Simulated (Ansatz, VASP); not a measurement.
V: VASP beside Ansatz

```xyz
3
Lattice="4.3781 0.0000 0.0000 -2.1890 3.7915 0.0000 0.0000 0.0000 2.7137" Properties=species:S:1:pos:R:3 pbc="T T T"
V     0.0000    0.0000    0.0000
V     0.0000    2.5277    1.3569
V     2.1890    1.2638    1.3569
```

Alike in both runs: task single point; functional PBEsol; k mesh 6 × 6 × 6; occupations gaussian, width 0.1 eV; collinear spin.

```csv
,VASP,Ansatz
version,VASP 6.6.1,Ansatz 0.2.0
potentials or method,"VASP PAW PBE potentials, release 64 (V_sv), cutoff 520 eV","scalar-relativistic, plane waves, PAW"
valence electrons in the cell,39,39
```

Ansatz gave:

| Item | Value |
| --- | --- |
| gap on the k mesh at the Fermi level (eV) | none |
| pressure (GPa) | -18.2 |
| traceless stress, the component that is largest in VASP (GPa) | -15.24 |
| net moment per atom (μB) | 0.27 |
| size of the moment on the site where the two differ most (μB) | 0.36 |

Problem. Which values does VASP return?

Solution. gap on the k mesh at the Fermi level (eV): none; pressure (GPa): -18.0; traceless stress, the component that is largest in VASP (GPa): -15.18; net moment per atom (μB): 0.27; size of the moment on the site where the two differ most (μB): 0.37.

VASP's potentials were made for PBE, not for PBEsol. Site moments also hang on the region over which each program counts them. A gap of «none» marks a metal or a gap that the smearing closes.

The k mesh is coarse, so the values compare programs but aren't converged.
